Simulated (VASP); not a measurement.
Here is a VASP 6.6.1 calculation.

The input POSCAR:

```
Y
1.0
    0.0000000000      2.6092500000      2.4850000000
    2.3607500000      0.0000000000      2.4850000000
    2.3607500000      2.6092500000      0.0000000000
Y
1
Direct
    0.0000000000      0.0000000000      0.0000000000
```

File INCAR.step1:

```
PREC     = Accurate       # precision mode
ENCUT    = 520            # plane-wave cutoff, eV
ISMEAR   = 0              # smearing method
SIGMA    = 0.15           # smearing width, eV
LREAL    = False          # projectors in reciprocal space
LASPH    = True           # aspherical terms in the spheres
NELM     = 100            # most SCF steps
NBANDS   = 12             # bands
GGA      = PE             # functional
ALGO     = Normal         # electronic algorithm
EDIFF    = 1E-4           # SCF threshold, eV
LWAVE    = True           # write WAVECAR
LCHARG   = False          # write CHGCAR
```

Contents of INCAR.step2:

```
PREC     = Accurate       # precision mode
ENCUT    = 520            # plane-wave cutoff, eV
EDIFF    = 1E-6           # SCF threshold, eV
ISMEAR   = 0              # smearing method
SIGMA    = 0.15           # smearing width, eV
LREAL    = False          # projectors in reciprocal space
LASPH    = True           # aspherical terms in the spheres
NELM     = 100            # most SCF steps
ALGO     = Normal         # electronic algorithm
ISIF     = 2              # what is computed and relaxed
LWAVE    = False          # write WAVECAR
LCHARG   = False          # write CHGCAR
METAGGA  = R2SCAN         # meta-GGA
LMIXTAU  = True         
NBANDS   = 12             # bands
ISTART   = 1
```

KPOINTS

```
Automatic mesh
0
Gamma
  16 16 16
```

Potentials or basis: VASP PAW PBE potentials, release 64 (Y_sv).

Run with:

```sh
$ cat potpaw_PBE.64/Y_sv/POTCAR > POTCAR
$ cp INCAR.step1 INCAR
$ mpirun -np 1 vasp_std > vasp.out
$ cp INCAR.step2 INCAR
$ mpirun -np 1 vasp_std > vasp.out
```

Estimate the band gap on the k mesh.

zero (an odd number of electrons rules out a gap without spin polarisation).

Estimate the pressure.

3.5 GPa.

Stress tensor (GPa, compression positive):
```
4.28 0.00 0.00
0.00 2.56 0.00
0.00 0.00 3.59
```

Caveat: the cell differs from its parent crystal (strain -0.0500 x Voigt [1, -1, 0, 0, 0, 0]); the cell stands under pressure; the PAW data sets were made with another functional, which shifts forces and pressure a little.
